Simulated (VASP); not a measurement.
# BP: single point with LDA

The system is BP.

```
B P
1.0
     0.00000    2.26900    2.26900
     2.26900    0.00000    2.26900
     2.26900    2.26900    0.00000
B P
1 1
Direct
  0.00000 0.00000 0.00000
  0.25000 0.25000 0.25000
```

```
Program                : VASP 6.6.1
Task                   : single point
Functional             : LDA
Potentials or basis    : VASP PAW LDA potentials, release 64 (B, P)
Cutoff                 : 500 eV
k mesh                 : 8 × 8 × 8
Occupations            : fermi-dirac, width 0.1 eV
Spin                   : no spin polarisation
Dipole correction      : no
Further INCAR settings : ALGO = Normal; EDIFF = 1e-06; NBANDS = 11
```

The pressure is -5.3 GPa. The band gap on the k mesh is 1.22 eV, indirect (least direct gap 3.38 eV).

Levels at points of the mesh, in eV from the valence-band top:
```csv
k point,band 1,band 2,band 3,band 4,band 5,band 6,band 7,band 8
"(0.00, 0.00, 0.00)",-15.39,0.00,0.00,0.00,3.38,3.38,3.38,7.37
"(0.50, 0.00, 0.00)",-12.06,-9.01,-1.75,-1.75,3.78,4.68,4.68,9.92
"(0.50, 0.50, 0.00)",-10.56,-8.49,-4.11,-4.11,1.30,1.55,12.00,12.00
```

It took 7.2 s on 1 thread of AMD EPYC 9R45 (Zen 5) (shared host), peak memory 0.09 GiB.

A k mesh can miss the band edges.
